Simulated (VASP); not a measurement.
# Mg (P6_3/mmc) in VASP: notebook

The runs below take Mg through single point, relaxation of shape and atoms at fixed volume, with PBE.

Everything below comes from runs of VASP 6.6.1. Logs are shortened: lines on timing, memory, paths and dates and some standing lists are left out, and cuts for length are marked.

## Step 1: The cell of the first run

The structure is hexagonal, space group P6_3/mmc (No. 194). Conventional cell: a = 3.208 Å, b = 3.208 Å, c = 5.144 Å, α = 90.00°, β = 90.00°, γ = 120.00°. Mg (site symmetry -6m2) has 12 Mg at 3.17 to 3.21 Å within 4.2 Å.

## Step 2: Single point, PBE

INCAR

```
SYSTEM = Mg
PREC = Accurate
ENCUT = 750
EDIFF = 1E-6
ISMEAR = -5
SIGMA = 0.1
LREAL = .FALSE.
LASPH = .TRUE.
NELM = 120
ALGO = Normal
ISIF = 2
LWAVE = .FALSE.
LCHARG = .TRUE.
GGA = PE
LELF = .TRUE.
LVHAR = .TRUE.
ISYM = 0
NBANDS = 17
GGA_COMPAT = .FALSE.
```

KPOINTS

```
regular mesh
0
G
  18 18 8
  0 0 0
```

POSCAR

```
Mg
1.0
    3.2084666627      0.0000000000      0.0000000000
   -1.6042333313      2.7786136371      0.0000000000
    0.0000000000      0.0000000000      5.1442217556
Mg
2
Direct
    0.3333333333      0.6666666667      0.2500000000
    0.6666666667      0.3333333333      0.7500000000
```

Potentials or basis: VASP PAW PBE potentials, release 64 (Mg_sv).

Started as:

```
> cat potpaw_PBE.64/Mg_sv/POTCAR > POTCAR
> mpirun -np 1 vasp_std > vasp.out
```

OUTCAR:

```text
SYSTEM = Mg
   PREC = Accurate
   ENCUT = 750
   EDIFF = 1E-6
   ISMEAR = -5
   LREAL = .FALSE.
   LASPH = .TRUE.
   NELM = 120
   ISIF = 2
   GGA = PE
   ISYM = 0

 ion  position               nearest neighbor table
   1  0.333  0.667  0.250-
   2  0.667  0.333  0.750-

IMPORTANT INFORMATION: All symmetrisations will be switched off!
NOSYMM: (Re-)initialisation of all symmetry stuff for point group C_1.

----------------------------------------------------------------------------------------

                                     Primitive cell

  volume of cell :      45.8612

  direct lattice vectors                    reciprocal lattice vectors
     3.208466663  0.000000000  0.000000000     0.311675359  0.179945853  0.000000000
    -1.604233331  2.778613637  0.000000000     0.000000000  0.359891705  0.000000000
     0.000000000  0.000000000  5.144221756     0.000000000  0.000000000  0.194392864

  length of vectors
     3.208466663  3.208466663  5.144221756     0.359891705  0.359891705  0.194392864

  position of ions in fractional coordinates (direct lattice)
     0.333333333  0.666666667  0.250000000
     0.666666667  0.333333333  0.750000000

  ion indices of the primitive-cell ions
   primitive index   ion index
                 1           1
                 2           2

----------------------------------------------------------------------------------------

 KPOINTS: regular mesh

Automatic generation of k-mesh.
 Grid dimensions read from file:
 generate k-points for:   18   18    8

 Generating k-lattice:

  Cartesian coordinates                     Fractional coordinates (reciprocal lattice)
     0.017315298  0.009996992  0.000000000     0.055555556 -0.000000000  0.000000000
     0.000000000  0.019993984  0.000000000     0.000000000  0.055555556  0.000000000
     0.000000000  0.000000000  0.024299108     0.000000000  0.000000000  0.125000000

  Length of vectors
     0.019993984  0.019993984  0.024299108

  Shift w.r.t. Gamma in fractional coordinates (k-lattice)
     0.000000000  0.000000000  0.000000000

 TETIRR: Found   7776 inequivalent tetrahedra from    15552

 Subroutine IBZKPT returns following result:
 ===========================================

 Found   1300 irreducible k-points:

 Following reciprocal coordinates:
            Coordinates               Weight
  0.000000  0.000000  0.000000      1.000000
  0.055556  0.000000  0.000000      2.000000
[... 40 lines left out ...]
   NELM   =    120;   NELMIN=  2; NELMDL= -5     # of ELM steps
   EDIFF  = 0.1E-05   stopping-criterion for ELM
   LREAL  =      F    real-space projection
   EDIFFG = 0.1E-04   stopping-criterion for IOM
   NSW    =      0    number of steps for IOM
   IBRION =     -1    ionic relax: 0-MD 1-quasi-New 2-CG
   NFREE  =      0    steps in history (QN), initial steepest desc. (CG)
   ISIF   =      2    stress and relaxation
   ISYM   =      0    0-nonsym 1-usesym 2-fastsym
   POTIM  = 0.5000    time-step for ionic-motion
   TEBEG  =    0.0;   TEEND  =   0.0 temperature during run
   PSTRESS=    0.0 pullay stress
   NELECT =      20.0000    total number of electrons
   NUPDOWN=      -1.0000    fix difference up-down
   EMIN   =  10.00;   EMAX   =-10.00  energy-range for DOS
   EFERMI =   0.00;   METHOD = LEGACY
   ISMEAR =    -5;   SIGMA  =   0.10  broadening in eV -4-tet -1-fermi 0-gaus
   EFERMI_NEDOS =   21; number of points for ismear=-14 and -15
   IALGO  =     38    algorithm
   IMIX   =      4    mixing-type and parameters
     AMIX     =   0.40;   BMIX     =  1.00
     AMIX_MAG =   1.60;   BMIX_MAG =  1.00
  volume/ion in A,a.u.               =      22.93       154.74
  Fermi-wavevector in a.u.,A,eV,Ry     =   1.241470  2.346039 20.969963  1.541249
  Thomas-Fermi vector in A             =   2.375867
   LORBIT       =      0    0 simple, 1 ext, 2 COOP (PROOUT), +10 PAW based schemes
   GGA     = PE    functional components
   LHFCALC =     F    Hartree Fock is set to
   AEXX    =    0.0000 exact exchange contribution
   IVDW    =     0    specifies the selected vdW correction
   LEPSILON=     F    determine dielectric tensor
   LRPA    =     F    only Hartree local field effects (RPA)
 non-spin polarized calculation
 Fermi weights with tetrahedron method with Bloechl corrections
  energy-cutoff  :      750.00
  volume of cell :       45.86
 maximum number of plane-waves:      2163
 NGX is ok and might be reduce to    30
   NGX = 15   NGY = 15   NGZ = 23

 number of electron      19.9999967 magnetization

 Free energy of the ion-electron system (eV)
  ---------------------------------------------------
  ext. energy  EPLUGINS =         0.00000000
  ---------------------------------------------------
  free energy    TOTEN  =        -3.03315918 eV

  energy without entropy =       -3.03315918  energy(sigma->0) =       -3.03315918

 E-fermi :   2.4519     XC(G=0):  -8.7495

 val. band max:        2.6282667952   @ k =   0.2778   0.4444   0.2500
 cond. band min:       2.2118703599   @ k =  -0.2222   0.2222   0.0000
 fundamental gap:     -0.4163964353
 Fermi energy:         2.4519336634

 k-point     1 :       0.0000    0.0000    0.0000
  band No.  band energies     occupation
      1     -73.5544      2.00000
      2     -73.5513      2.00000
      3     -40.3328      2.00000
      4     -40.3054      2.00000
      5     -40.3054      2.00000
      6     -40.3001      2.00000
[... 457 lines left out ...]
      4     -40.3223      2.00000
      5     -40.3190      2.00000
      6     -40.3125      2.00000
[... 9 lines left out ...]
     16      10.7268      0.00000
     17      13.6354      0.00000

 [... further k-points ...]

------------------------ aborting loop because EDIFF is reached ----------------------------------------

  FORCE on cell =-STRESS in cart. coord.  units (eV):
  Direction    XX          YY          ZZ          XY          YZ          ZX
  --------------------------------------------------------------------------------------
  -------------------------------------------------------------------------------------
  Total       -0.2550883     -0.2568802     -0.1620361     -0.0015641      0.0021617     -0.0037798
  in kB       -8.9116025     -8.9742026     -5.6607879     -0.0546427      0.0755203     -0.1320473
  external PRESSURE =      -7.8488643 kB  Pullay stress =       0.0000000 kB

 VOLUME and BASIS-vectors are now :
 -----------------------------------------------------------------------------
  energy-cutoff  :      750.00
  volume of cell :       45.86
      direct lattice vectors                 reciprocal lattice vectors
     3.208466663  0.000000000  0.000000000     0.311675359  0.179945853  0.000000000
    -1.604233331  2.778613637  0.000000000     0.000000000  0.359891705  0.000000000
     0.000000000  0.000000000  5.144221756     0.000000000  0.000000000  0.194392864

 POSITION                                       TOTAL-FORCE (eV/Angst)
 -----------------------------------------------------------------------------------
     -0.00000      1.85241      1.28606        -0.000046      0.000029     -0.000629
      1.60423      0.92620      3.85817         0.000046     -0.000029      0.000629
 -----------------------------------------------------------------------------------
    total drift:                               -0.000027     -0.000024      0.000484

  FREE ENERGIE OF THE ION-ELECTRON SYSTEM (eV)
  ---------------------------------------------------
  free  energy   TOTEN  =        -3.0331591776 eV

  energy  without entropy=       -3.0331591776  energy(sigma->0) =       -3.03315918
```

OSZICAR:

```text
N       E                     dE             d eps       ncg     rms          rms(c)
DAV:   1     0.233694316522E+03    0.23369E+03   -0.16748E+04 48856   0.164E+03
DAV:   2     0.223925610464E+02   -0.21130E+03   -0.20851E+03 51638   0.476E+02
DAV:   3    -0.158786416424E+01   -0.23980E+02   -0.23769E+02 79592   0.102E+02
DAV:   4    -0.299749026995E+01   -0.14096E+01   -0.14039E+01 48725   0.282E+01
DAV:   5    -0.305795453748E+01   -0.60464E-01   -0.60366E-01 65757   0.380E+00    0.390E+00
DAV:   6    -0.304619783519E+01    0.11757E-01   -0.81517E-03 54265   0.130E+00    0.227E+00
DAV:   7    -0.303326748029E+01    0.12930E-01   -0.13805E-02 58067   0.161E+00    0.127E-01
DAV:   8    -0.303317013745E+01    0.97343E-04   -0.98787E-04 59381   0.376E-01    0.549E-02
DAV:   9    -0.303316007563E+01    0.10062E-04   -0.13322E-04 57145   0.152E-01    0.223E-02
DAV:  10    -0.303316018760E+01   -0.11197E-06   -0.81864E-05 69403   0.843E-02    0.175E-02
DAV:  11    -0.303316077828E+01   -0.59069E-06   -0.52375E-05 40575   0.620E-02    0.135E-02
DAV:  12    -0.303315971021E+01    0.10681E-05   -0.38982E-05 39587   0.464E-02    0.145E-02
DAV:  13    -0.303315917760E+01    0.53261E-06   -0.12367E-06 24966   0.198E-02
   1 F= -.30331592E+01 E0= -.30331592E+01  d E =0.000000E+00
```

stdout:

```text
POSCAR found type information on POSCAR Mg
 POSCAR found :  1 types and       2 ions
 scaLAPACK will be used
 LDA part: xc-table for (Slater+PW92), standard interpolation
 POSCAR, INCAR and KPOINTS ok, starting setup
 FFT: planning ... GRIDC
 FFT: planning ... GRID_SOFT
 FFT: planning ... GRID
 WAVECAR not read
 entering main loop
 -----------------------------------------------------------------------------
|                                                                             |
|           W    W    AA    RRRRR   N    N  II  N    N   GGGG   !!!           |
|           W    W   A  A   R    R  NN   N  II  NN   N  G    G  !!!           |
|           W    W  A    A  R    R  N N  N  II  N N  N  G       !!!           |
|           W WW W  AAAAAA  RRRRR   N  N N  II  N  N N  G  GGG   !            |
|           WW  WW  A    A  R   R   N   NN  II  N   NN  G    G                |
|           W    W  A    A  R    R  N    N  II  N    N   GGGG   !!!           |
|                                                                             |
|     Tetrahedron method does not include variations of the Fermi             |
|     occupations, so forces and stress will be inaccurate. We suggest        |
|     using a different smearing scheme ISMEAR = 1 or 2 for metals in         |
|     relaxations.                                                            |
|                                                                             |
 -----------------------------------------------------------------------------
```

Run time: 21 min. Hardware: 1 thread of Intel Xeon Platinum 8488C (Sapphire Rapids), shared host; peak memory 1.3 GiB.

What came out:

- Free energy: -3.0332 eV
- Pressure: -0.8 GPa
- Band gap on the k mesh: zero (bands 10 and 11 overlap by 2.15 eV)

Stress tensor (GPa, compression positive):
```
-0.89 -0.01 -0.01
-0.01 -0.90  0.01
-0.01  0.01 -0.57
```

Caveat: tetrahedron occupations give inexact forces and stress in metals.

(Part 1 of 2 ends here.)

The gap in the log of VASP goes by the Fermi energy; the results here count the filled bands.